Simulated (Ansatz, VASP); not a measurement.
**Two plane-wave programs on Sb**

```
CELL_PARAMETERS angstrom
2.16103 1.24767 3.68789
-2.16103 1.24767 3.68789
0.00000 -2.49535 3.68789
ATOMIC_POSITIONS crystal
Sb 0.23569 0.23569 0.23569
Sb 0.76431 0.76431 0.76431
```

Alike in both runs: functional PBEsol; k mesh 12 × 12 × 12; occupations gaussian, width 0.1 eV; no spin polarisation.

Ansatz relaxed the structure, and its values are those at the end. VASP's run is a single point on that final structure, the one shown.

|  | VASP | Ansatz |
| --- | --- | --- |
| version | VASP 6.6.1 | Ansatz 0.2.0 |
| potentials or method | VASP PAW PBE potentials, release 64 (Sb_d_GW), cutoff 500 eV | scalar-relativistic, plane waves, PAW |
| valence electrons in the cell | 30 | 30 |

VASP gave:

* gap on the k mesh at the Fermi level (eV): none
* pressure (GPa): -0.1

Problem. Which values does Ansatz return?

Solution. gap on the k mesh at the Fermi level (eV): none; pressure (GPa): 0.0.

VASP's potentials were made for PBE, not for PBEsol, and Ansatz warns of the same on its side. A gap of «none» marks a metal or a gap that the smearing closes.

Spin-orbit coupling is off throughout.
